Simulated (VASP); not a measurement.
**Pd: single point with PBE**

Pd:

```xyz
1
Lattice="-1.3940 1.3940 1.3940 1.3940 -1.3940 1.3940 1.3940 1.3940 -1.3940" Properties=species:S:1:pos:R:3 pbc="T T T"
Pd    0.0000    0.0000    0.0000
```

```json
{
  "Program": "VASP 6.6.1",
  "Task": "single point",
  "Functional": "PBE",
  "Potentials or basis": "VASP PAW PBE potentials, release 64 (Pd)",
  "Cutoff": "520 eV",
  "k mesh": "19 × 19 × 19",
  "Occupations": "fermi-dirac, width 0.05 eV",
  "Spin": "no spin polarisation"
}
```

* Pressure: 149.5 GPa
* Band gap on the k mesh: zero (band 5 reaches 17.03 eV, above the bottom of band 6 at 14.19 eV)

Levels at points of the mesh, in eV from the Fermi level:
| k point | band 2 | band 3 | band 4 | band 5 | band 6 | band 7 | band 8 | band 9 |
| --- | --- | --- | --- | --- | --- | --- | --- | --- |
| (0.00, 0.00, 0.00) | -4.74 | -4.74 | -4.74 | -1.61 | -1.61 | 19.54 | 19.54 | 19.54 |

It took 13 s on 1 thread of AMD EPYC 9R45 96-Core Processor (Zen 5), with other jobs on the host, peak memory 0.11 GiB.
